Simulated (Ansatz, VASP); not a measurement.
# Al4N5 in VASP and in Ansatz

```
N Al
1.0
     3.12977    0.00000    0.00000
    -1.56488    2.71046    0.00000
     0.00000    0.00000   25.06215
N Al
5 4
Direct
  0.33333 0.66667 0.15960
  0.66667 0.33333 0.25970
  0.33333 0.66667 0.36206
  0.66667 0.33333 0.46105
  0.50000 0.66667 0.54992
  0.66667 0.33333 0.18332
  0.33333 0.66667 0.28341
  0.66667 0.33333 0.38142
  0.33333 0.66667 0.48129
```

Alike in both runs: task single point; functional PBE; k mesh 9 × 9 × 1; occupations gaussian, width 0.05 eV; collinear spin.

```csv
,VASP,Ansatz
version,VASP 6.6.1,Ansatz 0.2.0
potentials or method,"VASP PAW PBE potentials, release 64 (N, Al), cutoff 520 eV","scalar-relativistic, plane waves, PAW"
valence electrons in the cell,37,37
```

|  | VASP | Ansatz | Ansatz less VASP |
| --- | --- | --- | --- |
| gap on the k mesh at the Fermi level (eV) | none | none | - |
| rms of the force components (eV/Å) | 0.897 | 0.954 | +0.0572 |
| net moment per atom (μB) | 0.27 | 0.19 | -0.079 |
| size of the moment on the site where the two differ most (μB) | 0.03 | 0.39 | +0.354 |

Site moments also hang on the region over which each program counts them. A gap of «none» marks a metal or a gap that the smearing closes. Ansatz's warnings: vacuum below fermi.
